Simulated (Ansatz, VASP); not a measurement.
**LiMg3Cl6 in VASP and in Ansatz**

```
Li Mg Cl
1.0
     6.01804    0.00000    0.00000
    -3.00902    5.21178    0.00000
     0.00000    0.00000    5.54594
Li Mg Cl
1 3 6
Direct
  0.00000 0.00000 0.00000
  0.33333 0.66667 0.00000
  0.66667 0.33333 0.00000
  0.00000 0.00000 0.50000
  0.33340 0.00000 0.25000
  0.00000 0.33340 0.25000
  0.66660 0.66660 0.25000
  0.00000 0.66660 0.75000
  0.66660 0.00000 0.75000
  0.33340 0.33340 0.75000
```

Alike in both runs: task relaxation of cell and atoms; functional PBE; k mesh 3 × 3 × 4; occupations gaussian, width 0.1 eV; no spin polarisation.

|  | VASP | Ansatz |
| --- | --- | --- |
| version | VASP 6.6.1 | Ansatz 0.2.0 |
| potentials or method | VASP PAW PBE potentials, release 64 (Li_sv, Mg, Cl), cutoff 600 eV | scalar-relativistic, plane waves, PAW |
| valence electrons in the cell | 51 | 75 |

```csv
,VASP,Ansatz,Ansatz less VASP
"gap on the k mesh at the Fermi level, each at its own relaxed structure (eV)",none,none,-
relaxed volume (Å³/atom),24.02,24.02,-0.003
relaxed cell length with the largest relative difference (Å),6.815,6.786,-0.0291
```

A gap of «none» marks a metal or a gap that the smearing closes. VASP's potentials hold 51 valence electrons a cell and Ansatz's 75, so a difference there can come from the potentials and not from the codes.

The k mesh is coarse, so the values compare programs but aren't converged. Noted on VASP's run: the cutoff is short for stress, so the pressure is rough; the volume moved by over 15 % at a fixed basis, so the end points are rough.
